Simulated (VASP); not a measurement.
# Cs2SnI6 (Fm-3m) in VASP: electric field gradients with r2SCAN

Aim: the electric field gradients of Cs2SnI6 with r2SCAN.

All numbers are computed with VASP 6.6.1; they aren't measurements. Logs are shortened: lines on timing, memory, paths and dates and some standing lists are left out, and cuts for length are marked.

### 1 The cell of the first run

The structure is cubic, space group Fm-3m (No. 225). Conventional cell: a = 11.630 Å, b = 11.630 Å, c = 11.630 Å, α = 90.00°, β = 90.00°, γ = 90.00°. Cs (site symmetry -43m) has 12 I at 4.11 Å and 4 Sn at 5.04 Å within 5.4 Å. Within 3.8 Å of Sn (site symmetry m-3m) lie 6 I at 2.89 Å. Within 3.8 Å of I (site symmetry 4mm) lie 1 Sn at 2.89 Å.

### 2 Electric field gradients, r2SCAN

Input file POSCAR:

```
Cs2SnI6
1.0
    0.0000000000      5.8150000000      5.8150000000
    5.8150000000      0.0000000000      5.8150000000
    5.8150000000      5.8150000000      0.0000000000
Cs Sn I
2 1 6
Direct
    0.2500000000      0.2500000000      0.2500000000
    0.7500000000      0.7500000000      0.7500000000
    0.0000000000      0.0000000000      0.0000000000
    0.7512468974      0.2487531026      0.2487531026
    0.2487531026      0.7512468974      0.2487531026
    0.2487531026      0.7512468974      0.7512468974
    0.7512468974      0.2487531026      0.7512468974
    0.2487531026      0.2487531026      0.7512468974
    0.7512468974      0.7512468974      0.2487531026
```

Input file INCAR.step1:

```
ALGO     = Normal         # electronic algorithm
EDIFF    = 1E-5           # SCF threshold, eV
ENCUT    = 440            # plane-wave cutoff, eV
GGA      = PE             # functional
GGA_COMPAT= F            
ISMEAR   = -1             # smearing method
LASPH    = T              # aspherical terms in the spheres
LCHARG   = F              # write CHGCAR
LREAL    = F              # projectors in reciprocal space
LWAVE    = T              # write WAVECAR
NBANDS   = 47             # bands
NELM     = 120            # most SCF steps
PREC     = Accurate       # precision mode
SIGMA    = 0.02           # smearing width, eV
```

Input file INCAR.step2:

```
ALGO     = Normal         # electronic algorithm
EDIFF    = 1E-7           # SCF threshold, eV
ENCUT    = 440            # plane-wave cutoff, eV
GGA_COMPAT= F            
ISIF     = 2              # what is computed and relaxed
ISMEAR   = -1             # smearing method
ISTART   = 1            
LASPH    = T              # aspherical terms in the spheres
LCHARG   = F              # write CHGCAR
LEFG     = T            
LMIXTAU  = T            
LREAL    = F              # projectors in reciprocal space
LWAVE    = F              # write WAVECAR
METAGGA  = R2SCAN         # meta-GGA
NBANDS   = 47             # bands
NELM     = 120            # most SCF steps
PREC     = Accurate       # precision mode
SIGMA    = 0.02           # smearing width, eV
```

Input file KPOINTS:

```
k-points
0
Gamma
  5 5 5
```

Potentials or basis: VASP PAW PBE potentials, release 64 (Cs_sv, Sn_d, I).

Command:

```console
$ cat potpaw_PBE.64/Cs_sv/POTCAR potpaw_PBE.64/Sn_d/POTCAR potpaw_PBE.64/I/POTCAR > POTCAR
$ cp INCAR.step1 INCAR
$ mpirun -np 1 vasp_std > vasp.out
$ cp INCAR.step2 INCAR
$ mpirun -np 1 vasp_std > vasp.out
```

OUTCAR:

```text
EDIFF = 1E-7
   ENCUT = 440
   ISIF = 2
   ISMEAR = -1
   ISTART = 1
   LASPH = T
   LREAL = F
   METAGGA = R2SCAN
   NELM = 120
   PREC = Accurate

 ion  position               nearest neighbor table
   1  0.250  0.250  0.250-
   2  0.750  0.750  0.750-
   3  0.000  0.000  0.000-   4 2.89   5 2.89   6 2.89   7 2.89   8 2.89   9 2.89
   4  0.751  0.249  0.249-   3 2.89
   5  0.249  0.751  0.249-   3 2.89
   6  0.249  0.751  0.751-   3 2.89
   7  0.751  0.249  0.751-   3 2.89
   8  0.249  0.249  0.751-   3 2.89
   9  0.751  0.751  0.249-   3 2.89

  LATTYP: Found a face centered cubic cell.
 ALAT       =    11.6300000000

  Lattice vectors:

 A1 = (   0.0000000000,   5.8150000000,   5.8150000000)
 A2 = (   5.8150000000,   0.0000000000,   5.8150000000)
 A3 = (   5.8150000000,   5.8150000000,   0.0000000000)

Analysis of symmetry for initial positions (statically):
=====================================================================
 Subroutine PRICEL returns:
 Original cell was already a primitive cell.

 Routine SETGRP: Setting up the symmetry group for a
 face centered cubic supercell.

 Subroutine GETGRP returns: Found 48 space group operations
 (whereof 48 operations were pure point group operations)
 out of a pool of 48 trial point group operations.

The static configuration has the point symmetry O_h .

Analysis of symmetry for dynamics (positions and initial velocities):
=====================================================================
 Subroutine PRICEL returns:
 Original cell was already a primitive cell.

 Routine SETGRP: Setting up the symmetry group for a
 face centered cubic supercell.

 Subroutine GETGRP returns: Found 48 space group operations
 (whereof 48 operations were pure point group operations)
 out of a pool of 48 trial point group operations.

The dynamic configuration has the point symmetry O_h .

 Subroutine INISYM returns: Found 48 space group operations
 (whereof 48 operations are pure point group operations),
 and found     1 'primitive' translations

----------------------------------------------------------------------------------------

                                     Primitive cell

  volume of cell :     393.2594

  direct lattice vectors                    reciprocal lattice vectors
     0.000000000  5.815000000  5.815000000    -0.085984523  0.085984523  0.085984523
     5.815000000  0.000000000  5.815000000     0.085984523 -0.085984523  0.085984523
     5.815000000  5.815000000  0.000000000     0.085984523  0.085984523 -0.085984523

  length of vectors
     8.223651865  8.223651865  8.223651865     0.148929562  0.148929562  0.148929562

  position of ions in fractional coordinates (direct lattice)
     0.250000000  0.250000000  0.250000000
     0.750000000  0.750000000  0.750000000
     0.000000000  0.000000000  0.000000000
     0.751246897  0.248753103  0.248753103
     0.248753103  0.751246897  0.248753103
     0.248753103  0.751246897  0.751246897
     0.751246897  0.248753103  0.751246897
     0.248753103  0.248753103  0.751246897
     0.751246897  0.751246897  0.248753103

  ion indices of the primitive-cell ions
   primitive index   ion index
                 1           1
                 2           2
                 3           3
                 4           4
                 5           5
                 6           6
                 7           7
                 8           8
                 9           9

----------------------------------------------------------------------------------------

 KPOINTS: k-points

Automatic generation of k-mesh.
[... 55 lines left out ...]
   IBRION =     -1    ionic relax: 0-MD 1-quasi-New 2-CG
   NFREE  =      0    steps in history (QN), initial steepest desc. (CG)
   ISIF   =      2    stress and relaxation
   ISYM   =      2    0-nonsym 1-usesym 2-fastsym
   POTIM  = 0.5000    time-step for ionic-motion
   TEBEG  =    0.0;   TEEND  =   0.0 temperature during run
   PSTRESS=    0.0 pullay stress
   NELECT =      74.0000    total number of electrons
   NUPDOWN=      -1.0000    fix difference up-down
   EMIN   =  10.00;   EMAX   =-10.00  energy-range for DOS
   EFERMI =   0.00;   METHOD = LEGACY
   ISMEAR =    -1;   SIGMA  =   0.02  broadening in eV -4-tet -1-fermi 0-gaus
   EFERMI_NEDOS =   21; number of points for ismear=-14 and -15
   IALGO  =     38    algorithm
   IMIX   =      4    mixing-type and parameters
     AMIX     =   0.40;   BMIX     =  1.00
     AMIX_MAG =   1.60;   BMIX_MAG =  1.00
  volume/ion in A,a.u.               =      43.70       294.87
  Fermi-wavevector in a.u.,A,eV,Ry     =   0.938121  1.772792 11.974102  0.880072
  Thomas-Fermi vector in A             =   2.065301
   LORBIT       =      0    0 simple, 1 ext, 2 COOP (PROOUT), +10 PAW based schemes
   METAGGA = R2SCAN    functional components
   LHFCALC =     F    Hartree Fock is set to
   AEXX    =    0.0000 exact exchange contribution
   IVDW    =     0    specifies the selected vdW correction
   LEPSILON=     F    determine dielectric tensor
   LRPA    =     F    only Hartree local field effects (RPA)
 non-spin polarized calculation
  energy-cutoff  :      440.00
  volume of cell :      393.26
 maximum number of plane-waves:      8291
   NGX = 29   NGY = 29   NGZ = 29

 number of electron      74.0000021 magnetization

 Free energy of the ion-electron system (eV)
  ---------------------------------------------------
  ext. energy  EPLUGINS =         0.00000000
  ---------------------------------------------------
  free energy    TOTEN  =      -231.72646753 eV

  energy without entropy =     -231.72637529  energy(sigma->0) =     -231.72642141

 E-fermi :   1.7498     XC(G=0):  -8.3524

 val. band max:        1.6325411231   @ k =   0.0000   0.0000   0.0000
 cond. band min:       1.8241090151   @ k =   0.0000   0.0000   0.0000
 fundamental gap:      0.1915678920
 Fermi energy:         1.7497525481

 k-point     1 :       0.0000    0.0000    0.0000
  band No.  band energies     occupation
      1     -20.4956      2.00000
      2     -20.4956      2.00000
      3     -20.4305      2.00000
      4     -20.4305      2.00000
      5     -20.4305      2.00000
      6     -19.3477      2.00000
[... 489 lines left out ...]
     46       8.2306      0.00000
     47       8.3222      0.00000

------------------------ aborting loop because EDIFF is reached ----------------------------------------

  FORCE on cell =-STRESS in cart. coord.  units (eV):
  Direction    XX          YY          ZZ          XY          YZ          ZX
  --------------------------------------------------------------------------------------
  -------------------------------------------------------------------------------------
  Total        1.0104752      1.0104752      1.0104752      0.0000000     -0.0000000     -0.0000000
  in kB        4.1167746      4.1167746      4.1167746      0.0000000     -0.0000000     -0.0000000
  external PRESSURE =       4.1167746 kB  Pullay stress =       0.0000000 kB

 VOLUME and BASIS-vectors are now :
 -----------------------------------------------------------------------------
  energy-cutoff  :      440.00
  volume of cell :      393.26
      direct lattice vectors                 reciprocal lattice vectors
     0.000000000  5.815000000  5.815000000    -0.085984523  0.085984523  0.085984523
     5.815000000  0.000000000  5.815000000     0.085984523 -0.085984523  0.085984523
     5.815000000  5.815000000  0.000000000     0.085984523  0.085984523 -0.085984523

 POSITION                                       TOTAL-FORCE (eV/Angst)
 -----------------------------------------------------------------------------------
      2.90750      2.90750      2.90750         0.000000      0.000000      0.000000
      8.72250      8.72250      8.72250         0.000000      0.000000     -0.000000
      0.00000      0.00000      0.00000         0.000000     -0.000000      0.000000
      2.89300      5.81500      5.81500        -0.143812     -0.000000      0.000000
      5.81500      2.89300      5.81500         0.000000     -0.143812      0.000000
      8.73700      5.81500      5.81500         0.143812     -0.000000      0.000000
      5.81500      8.73700      5.81500         0.000000      0.143812      0.000000
      5.81500      5.81500      2.89300         0.000000     -0.000000     -0.143812
      5.81500      5.81500      8.73700         0.000000     -0.000000      0.143812
 -----------------------------------------------------------------------------------
    total drift:                               -0.000000      0.000000      0.000000

  FREE ENERGIE OF THE ION-ELECTRON SYSTEM (eV)
  ---------------------------------------------------
  free  energy   TOTEN  =      -231.7264675282 eV

  energy  without entropy=     -231.7263752896  energy(sigma->0) =     -231.72642141

 Electric field gradients (V/A^2)
---------------------------------------------------------------------
 ion       V_xx      V_yy      V_zz      V_xy      V_xz      V_yz
---------------------------------------------------------------------
   1       0.000    -0.000     0.000     0.001     0.001     0.001
   2       0.000    -0.000     0.000     0.001     0.001     0.001
   3       0.000     0.000    -0.000     0.003     0.003     0.003
   4     556.565  -278.282  -278.282     0.000     0.000    -0.000
   5    -278.282   556.565  -278.282     0.000    -0.000     0.000
   6     556.565  -278.282  -278.282     0.000     0.000    -0.000
   7    -278.282   556.565  -278.282     0.000    -0.000     0.000
   8    -278.282  -278.282   556.565    -0.000     0.000     0.000
   9    -278.282  -278.282   556.565    -0.000     0.000     0.000
---------------------------------------------------------------------

 Electric field gradients after diagonalization (V/A^2)
 (convention: |V_zz| > |V_xx| > |V_yy|)
----------------------------------------------------------------------
 ion       V_xx      V_yy      V_zz     asymmetry (V_yy - V_xx)/ V_zz
----------------------------------------------------------------------
   1      -0.001    -0.001     0.002       0.000
   2      -0.001    -0.001     0.002       0.000
   3      -0.003    -0.003     0.006       0.000
   4    -278.283  -278.282   556.565       0.000
   5    -278.283  -278.282   556.565       0.000
   6    -278.283  -278.282   556.565       0.000
   7    -278.283  -278.282   556.565       0.000
   8    -278.283  -278.282   556.565       0.000
   9    -278.283  -278.282   556.565       0.000
----------------------------------------------------------------------

           NMR quadrupolar parameters

 Cq : quadrupolar parameter    Cq=e*Q*V_zz/h
 eta: asymmetry parameters     (V_yy - V_xx)/ V_zz
 Q  : nuclear electric quadrupole moment in mb (millibarn)
----------------------------------------------------------------------
 ion       Cq(MHz)       eta       Q (mb)
----------------------------------------------------------------------
   1       0.000       0.000       1.000
   2       0.000       0.000       1.000
   3       0.000       0.000       1.000
   4       1.346       0.000       1.000
   5       1.346       0.000       1.000
   6       1.346       0.000       1.000
   7       1.346       0.000       1.000
   8       1.346       0.000       1.000
   9       1.346       0.000       1.000
----------------------------------------------------------------------
```

Run time: 16 min. Hardware: 1 thread of Intel Xeon Platinum 8259CL at 2.50GHz (Skylake/Cascade Lake), shared host; peak memory 0.54 GiB.

Results:

```
Free energy                             : -231.7265 eV
Pressure                                : 0.4 GPa
Largest force                           : 0.144 eV/Å
Band gap on the k mesh                  : 0.19 eV
Largest electric field gradient by atom : Cs +0.0; Sn +0.0; I +556.6 V/Å²
```

Forces on the atoms (eV/Å):
```
Cs   0.000  0.000  0.000
Cs   0.000  0.000  0.000
Sn   0.000  0.000  0.000
I   -0.144  0.000  0.000
I    0.000 -0.144  0.000
I    0.144  0.000  0.000
I    0.000  0.144  0.000
I    0.000  0.000 -0.144
I    0.000  0.000  0.144
```

Levels at points of the mesh, in eV from the valence-band top:
```tsv
k point	band 33	band 34	band 35	band 36	band 37	band 38	band 39	band 40	band 41	band 42
(0.00, 0.00, 0.00)	-0.47	-0.47	0.00	0.00	0.00	0.19	4.39	4.39	4.39	4.81
```

Electric field gradients, principal values (V/Å²):
```tsv
atom	least	middle	greatest (by size)
1 Cs	-0.001	-0.001	0.002
2 Cs	-0.001	-0.001	0.002
3 Sn	-0.003	-0.003	0.006
4 I	-278.282	-278.283	556.565
5 I	-278.282	-278.283	556.565
6 I	-278.282	-278.283	556.565
7 I	-278.282	-278.283	556.565
8 I	-278.282	-278.283	556.565
9 I	-278.282	-278.283	556.565
```

Caveat: semilocal functionals underestimate gaps, and a narrow one can read as zero; without QUAD_EFG the Cq values of the log hold for a quadrupole moment of 1 mb, not for the nuclei; the PAW data sets were made with another functional, which shifts forces and pressure a little; spin-orbit coupling is left out, which moves the levels of the heavy elements; an odd mesh through Γ misses points on the zone boundary, where band edges can lie.
